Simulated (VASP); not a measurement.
# Cr (R-3m) in VASP: relaxation of cell and atoms with PBEsol

Aim: the relaxation of cell and atoms of Cr with PBEsol.

Everything below comes from runs of VASP 6.6.1. Logs are shortened: lines on timing, memory, paths and dates and some standing lists are left out, and cuts for length are marked.

### 1 The cell of the first run

Symmetry: R-3m, No. 166, trigonal system. The conventional cell has a = 2.457 Å, b = 2.457 Å, c = 6.593 Å, α = 90.00°, β = 90.00°, γ = 120.00°. Within 3.2 Å of Cr (site symmetry -3m) lie 12 Cr at 2.46 to 2.62 Å.

### 2 Relaxation of cell and atoms, PBEsol

INCAR reads:

```
PREC = Accurate ; ENCUT = 600
EDIFF = 1E-6 ; ISMEAR = 0
SIGMA = 0.1 ; LREAL = False
LASPH = True ; NELM = 60
ALGO = Fast ; ISIF = 3
LWAVE = False ; LCHARG = False
GGA = PS ; IBRION = 2
NSW = 65 ; EDIFFG = -0.01
```

KPOINTS reads:

```
regular mesh
0
Gamma
  21 21 7
```

POSCAR reads:

```
Cr
1.0
    2.4566663936      0.0000000000      0.0000000000
   -1.2283331968      2.1275355055      0.0000000000
    0.0000000000      0.0000000000      6.5927197425
Cr
3
Direct
    0.0000000000      0.0000000000      0.0000000000
    0.3333333333      0.6666666667      0.3333333333
    0.6666666667      0.3333333333      0.6666666667
```

Potentials or basis: VASP PAW PBE potentials, release 64 (Cr_pv).

On the command line:

```
$ cat potpaw_PBE.64/Cr_pv/POTCAR > POTCAR
$ mpirun -np 1 vasp_std > vasp.out
```

OUTCAR:

```text
PREC = Accurate
   ENCUT = 600
   EDIFF = 1E-6
   ISMEAR = 0
   LREAL = False
   LASPH = True
   NELM = 60
   ISIF = 3
   GGA = PS
   IBRION = 2
   NSW = 65
   EDIFFG = -0.01

 ion  position               nearest neighbor table
   1  0.000  0.000  0.000-   2 2.62   3 2.62   3 2.62   2 2.62   3 2.62   2 2.62
   2  0.333  0.667  0.333-   1 2.62   1 2.62   1 2.62   3 2.62   3 2.62   3 2.62
   3  0.667  0.333  0.667-   1 2.62   1 2.62   1 2.62   2 2.62   2 2.62   2 2.62

  LATTYP: Found a hexagonal cell.
 ALAT       =     2.4566663936
 C/A-ratio  =     2.6836039927

  Lattice vectors:

 A1 = (   2.4566663936,   0.0000000000,   0.0000000000)
 A2 = (  -1.2283331968,   2.1275355055,   0.0000000000)
 A3 = (   0.0000000000,   0.0000000000,   6.5927197425)

Analysis of symmetry for initial positions (statically):
=====================================================================
 Subroutine PRICEL returns following result:

  LATTYP: Found a trigonal (rhomboedric) cell.
 ALAT       =     2.6155429200
 COS(alpha) =     0.5588983605

  Lattice vectors:

 A1 = (   1.2283331967,  -0.7091785018,   2.1975732473)
 A2 = (  -0.0000000001,   1.4183570037,   2.1975732473)
 A3 = (  -1.2283331966,  -0.7091785020,   2.1975732479)

   3 primitive cells build up your supercell.

 Routine SETGRP: Setting up the symmetry group for a
 hexagonal supercell.

 Subroutine GETGRP returns: Found 12 space group operations
 (whereof 12 operations were pure point group operations)
 out of a pool of 24 trial point group operations.

The static configuration has the point symmetry D_3d.

Analysis of symmetry for dynamics (positions and initial velocities):
=====================================================================
 Subroutine PRICEL returns following result:

  LATTYP: Found a trigonal (rhomboedric) cell.
 ALAT       =     2.6155429200
 COS(alpha) =     0.5588983605

  Lattice vectors:

 A1 = (   1.2283331967,  -0.7091785018,   2.1975732473)
 A2 = (  -0.0000000001,   1.4183570037,   2.1975732473)
 A3 = (  -1.2283331966,  -0.7091785020,   2.1975732479)

   3 primitive cells build up your supercell.

 Routine SETGRP: Setting up the symmetry group for a
 hexagonal supercell.

 Subroutine GETGRP returns: Found 12 space group operations
 (whereof 12 operations were pure point group operations)
 out of a pool of 24 trial point group operations.

The dynamic configuration has the point symmetry D_3d.

 Subroutine INISYM returns: Found 12 space group operations
 (whereof 12 operations are pure point group operations),
 and found     3 'primitive' translations

----------------------------------------------------------------------------------------

                                     Primitive cell

  volume of cell :      11.4859

  direct lattice vectors                    reciprocal lattice vectors
     1.228333197 -0.709178502  2.197573247     0.407055676 -0.235013704  0.151682468
    -0.000000000  1.418357004  2.197573247     0.000000000  0.470027408  0.151682468
    -1.228333197 -0.709178502  2.197573248    -0.407055676 -0.235013704  0.151682468

  length of vectors
     2.615542920  2.615542920  2.615542921     0.493896078  0.493896078  0.493896078

  position of ions in fractional coordinates (direct lattice)
     0.000000000  0.000000000  0.000000000

  ion indices of the primitive-cell ions
   primitive index   ion index
                 1           1

----------------------------------------------------------------------------------------

 KPOINTS: regular mesh

Automatic generation of k-mesh.
 Grid dimensions read from file:
 generate k-points for:   21   21    7

 Generating k-lattice:

  Cartesian coordinates                     Fractional coordinates (reciprocal lattice)
     0.019383604  0.011191129  0.000000000     0.047619048  0.000000000  0.000000000
     0.000000000  0.022382258  0.000000000     0.000000000  0.047619048  0.000000000
     0.000000000  0.000000000  0.021668924     0.000000000  0.000000000  0.142857143

  Length of vectors
     0.022382258  0.022382258  0.021668924

  Shift w.r.t. Gamma in fractional coordinates (k-lattice)
     0.000000000  0.000000000  0.000000000

 Subroutine IBZKPT returns following result:
 ===========================================

 Found    303 irreducible k-points:

 Following reciprocal coordinates:
            Coordinates               Weight
  0.000000  0.000000  0.000000      1.000000
  0.047619  0.000000  0.000000      6.000000
  0.095238  0.000000  0.000000      6.000000
  0.142857  0.000000  0.000000      6.000000
  0.190476  0.000000  0.000000      6.000000
  0.238095  0.000000  0.000000      6.000000
[... 16 lines left out ...]
  0.142857  0.095238  0.000000     12.000000
  0.190476  0.095238  0.000000     12.000000
 [... further k-points ...]
   k-points           NKPTS =    303   k-points in BZ     NKDIM =    303   number of bands    NBANDS=     22
   number of dos      NEDOS =    301   number of ions     NIONS =      3
   total plane-waves  NPLWV =  21600
   dimension x,y,z NGX =    20 NGY =   20 NGZ =   54
   dimension x,y,z NGXF=    40 NGYF=   40 NGZF=  108
   ions per type =               3
   NGX,Y,Z   is equivalent  to a cutoff of  13.53, 13.53, 13.62 a.u.
   NGXF,Y,Z  is equivalent  to a cutoff of  27.07, 27.07, 27.23 a.u.
 SYSTEM =  unknown system
   PREC   = accura    normal or accurate (medium, high low for compatibility)
   ISTART =      0    job   : 0-new  1-cont  2-samecut
   ICHARG =      2    charge: 1-file 2-atom 10-const
   ISPIN  =      1    spin polarized calculation?
   LNONCOLLINEAR =      F non collinear calculations
   LSORBIT =      F    spin-orbit coupling
   LASPH  =      T    aspherical Exc in radial PAW
   ENCUT  =  600.0 eV  44.10 Ry    6.64 a.u.   4.91  4.91 13.17*2*pi/ulx,y,z
   NELM   =     60;   NELMIN=  2; NELMDL= -5     # of ELM steps
   EDIFF  = 0.1E-05   stopping-criterion for ELM
   LREAL  =      F    real-space projection
   EDIFFG = -.1E-01   stopping-criterion for IOM
   NSW    =     65    number of steps for IOM
   IBRION =      2    ionic relax: 0-MD 1-quasi-New 2-CG
   NFREE  =      1    steps in history (QN), initial steepest desc. (CG)
   ISIF   =      3    stress and relaxation
   ISYM   =      2    0-nonsym 1-usesym 2-fastsym
   POTIM  = 0.5000    time-step for ionic-motion
   TEBEG  =    0.0;   TEEND  =   0.0 temperature during run
   PSTRESS=    0.0 pullay stress
   NELECT =      36.0000    total number of electrons
   NUPDOWN=      -1.0000    fix difference up-down
   EMIN   =  10.00;   EMAX   =-10.00  energy-range for DOS
   EFERMI =   0.00;   METHOD = LEGACY
   ISMEAR =     0;   SIGMA  =   0.10  broadening in eV -4-tet -1-fermi 0-gaus
   EFERMI_NEDOS =   21; number of points for ismear=-14 and -15
   IALGO  =     68    algorithm
   IMIX   =      4    mixing-type and parameters
     AMIX     =   0.40;   BMIX     =  1.00
     AMIX_MAG =   1.60;   BMIX_MAG =  1.00
  volume/ion in A,a.u.               =      11.49        77.51
  Fermi-wavevector in a.u.,A,eV,Ry     =   1.661166  3.139149 37.544918  2.759474
  Thomas-Fermi vector in A             =   2.748277
   LORBIT       =      0    0 simple, 1 ext, 2 COOP (PROOUT), +10 PAW based schemes
   GGA     = PS    functional components
   LHFCALC =     F    Hartree Fock is set to
   AEXX    =    0.0000 exact exchange contribution
   IVDW    =     0    specifies the selected vdW correction
   LEPSILON=     F    determine dielectric tensor
   LRPA    =     F    only Hartree local field effects (RPA)
 conjugate gradient relaxation of ions
 non-spin polarized calculation
 RMM-DIIS sequential band-by-band and
 Gauss-broadening in eV      SIGMA  =   0.10
  energy-cutoff  :      600.00
  volume of cell :       34.46
 maximum number of plane-waves:      1179
   NGX =  9   NGY =  9   NGZ = 27

--------------------------------------- Ionic step        1  -------------------------------------------

 number of electron      36.0000006 magnetization

 Free energy of the ion-electron system (eV)
  ---------------------------------------------------
  ext. energy  EPLUGINS =         0.00000000
  ---------------------------------------------------
  free energy    TOTEN  =       -29.52197465 eV

  energy without entropy =      -29.50110546  energy(sigma->0) =      -29.51154005

------------------------ aborting loop because EDIFF is reached ----------------------------------------

  FORCE on cell =-STRESS in cart. coord.  units (eV):
  Direction    XX          YY          ZZ          XY          YZ          ZX
  --------------------------------------------------------------------------------------
  -------------------------------------------------------------------------------------
  Total        0.3417226      0.3417226     -0.9464325      0.0000000      0.0000000      0.0000000
  in kB       15.8890058     15.8890058    -44.0060730      0.0000000      0.0000000      0.0000000
  external PRESSURE =      -4.0760205 kB  Pullay stress =       0.0000000 kB

 VOLUME and BASIS-vectors are now :
 -----------------------------------------------------------------------------
  energy-cutoff  :      600.00
  volume of cell :       34.46
      direct lattice vectors                 reciprocal lattice vectors
     2.456666394  0.000000000  0.000000000     0.407055676  0.235013704  0.000000000
    -1.228333197  2.127535506  0.000000000     0.000000000  0.470027408  0.000000000
     0.000000000  0.000000000  6.592719742     0.000000000  0.000000000  0.151682468
[... 186 lines left out ...]
 POSITION                                       TOTAL-FORCE (eV/Angst)
 -----------------------------------------------------------------------------------
      1.23980      2.14740     -0.00000         0.000000     -0.000000      0.000000
     -0.00000      1.43160      2.15775         0.000000      0.000000      0.000000
      1.23980      0.71580      4.31549        -0.000000     -0.000000     -0.000000
 -----------------------------------------------------------------------------------
    total drift:                                0.000000      0.000000     -0.000000

  FREE ENERGIE OF THE ION-ELECTRON SYSTEM (eV)
  ---------------------------------------------------
  free  energy   TOTEN  =       -29.5326650247 eV

  energy  without entropy=      -29.5104415411  energy(sigma->0) =      -29.52155328

--------------------------------------- Ionic step        7  -------------------------------------------

 number of electron      35.9999989 magnetization

 Free energy of the ion-electron system (eV)
  ---------------------------------------------------
  ext. energy  EPLUGINS =         0.00000000
  ---------------------------------------------------
  free energy    TOTEN  =       -29.53303342 eV

  energy without entropy =      -29.51093095  energy(sigma->0) =      -29.52198218

 E-fermi :  10.7327     XC(G=0): -13.8700

 val. band max:       10.7321008835   @ k =  -0.0476   0.1429   0.1429
 cond. band min:      10.7334612797   @ k =   0.0000   0.0952   0.1429
 fundamental gap:      0.0013603962
 Fermi energy:        10.7326709435

 k-point     1 :       0.0000    0.0000    0.0000
  band No.  band energies     occupation
      1     -32.2074      2.00000
      2     -32.2074      2.00000
      3     -31.5837      2.00000
      4     -31.4787      2.00000
      5     -31.4787      2.00000
      6     -31.4787      2.00000
[... 14 lines left out ...]
     21      10.4424      1.99996
     22      12.1067      0.00000
[... 552 lines left out ...]
  band No.  band energies     occupation
      1     -32.1578      2.00000
      2     -32.1387      2.00000
      3     -31.8853      2.00000
      4     -31.8622      2.00000
      5     -31.8121      2.00000
      6     -31.6324      2.00000
[... 14 lines left out ...]
     21      11.6855      0.00000
     22      11.9993      0.00000

 [... further k-points ...]

------------------------ aborting loop because EDIFF is reached ----------------------------------------

  FORCE on cell =-STRESS in cart. coord.  units (eV):
  Direction    XX          YY          ZZ          XY          YZ          ZX
  --------------------------------------------------------------------------------------
  -------------------------------------------------------------------------------------
  Total        0.0247566      0.0247566      0.0051498      0.0000000      0.0000000      0.0000000
  in kB        1.1549556      1.1549556      0.2402505      0.0000000      0.0000000      0.0000000
  external PRESSURE =       0.8500539 kB  Pullay stress =       0.0000000 kB

 VOLUME and BASIS-vectors are now :
 -----------------------------------------------------------------------------
  energy-cutoff  :      600.00
  volume of cell :       34.34
      direct lattice vectors                 reciprocal lattice vectors
     2.475854188  0.000000000  0.000000000     0.403901007  0.233192355 -0.000000000
    -1.237927094  2.144152623 -0.000000000     0.000000000  0.466384710 -0.000000000
    -0.000000000  0.000000000  6.469266245     0.000000000  0.000000000  0.154577036

 POSITION                                       TOTAL-FORCE (eV/Angst)
 -----------------------------------------------------------------------------------
     -0.00000      0.00000      0.00000         0.000000      0.000000      0.000000
     -0.00000      1.42944      2.15642        -0.000000     -0.000000      0.000000
      1.23793      0.71472      4.31284         0.000000      0.000000     -0.000000
 -----------------------------------------------------------------------------------
    total drift:                               -0.000000      0.000000      0.000000

  FREE ENERGIE OF THE ION-ELECTRON SYSTEM (eV)
  ---------------------------------------------------
  free  energy   TOTEN  =       -29.5330334204 eV

  energy  without entropy=      -29.5109309466  energy(sigma->0) =      -29.52198218

 reached required accuracy - stopping structural energy minimisation
```

It took 12 min on 1 thread of Intel Xeon 6975P-C (Granite Rapids), shared host; peak memory 0.34 GiB.

What came out:

```
Free energy                           : -29.5330 eV
Relaxed volume                        : 11.45 Å³/atom
Relaxed cell                          : a = 2.476 Å, b = 2.476 Å, c = 6.469 Å, α = 90.00°, β = 90.00°, γ = 120.00°
Space group after relaxing (to 0.1 Å) : R-3m (No. 166)
Energy gained by relaxing             : 3.7 meV/atom
Ionic steps                           : 7
Pressure after relaxing               : 0.1 GPa
Band gap on the k mesh                : zero (bands 18 and 19 overlap by 1.13 eV)
```

Step by step:
```
step  energy change (eV)  largest force (eV/Å)  pressure (GPa)  volume (Å³)
   1              0.0000                0.0000           -0.41        34.46
   2             -0.0105                0.0000            0.38        34.31
   3             -0.0109                0.0000            0.56        34.27
   4             -0.0109                0.0000            0.67        34.26
   5             -0.0109                0.0000            0.55        34.27
   6             -0.0107                0.0000           -0.84        34.47
   7             -0.0111                0.0000            0.09        34.34
```

Final structure:
```
CELL_PARAMETERS angstrom
2.47585 0.00000 0.00000
-1.23793 2.14415 0.00000
0.00000 0.00000 6.46927
ATOMIC_POSITIONS crystal
Cr 0.00000 0.00000 0.00000
Cr 0.33333 0.66667 0.33333
Cr 0.66667 0.33333 0.66667
```

Caveat: the PAW data sets were made with another functional, which shifts forces and pressure a little; the run has no spin polarisation, though such a crystal can be magnetic.
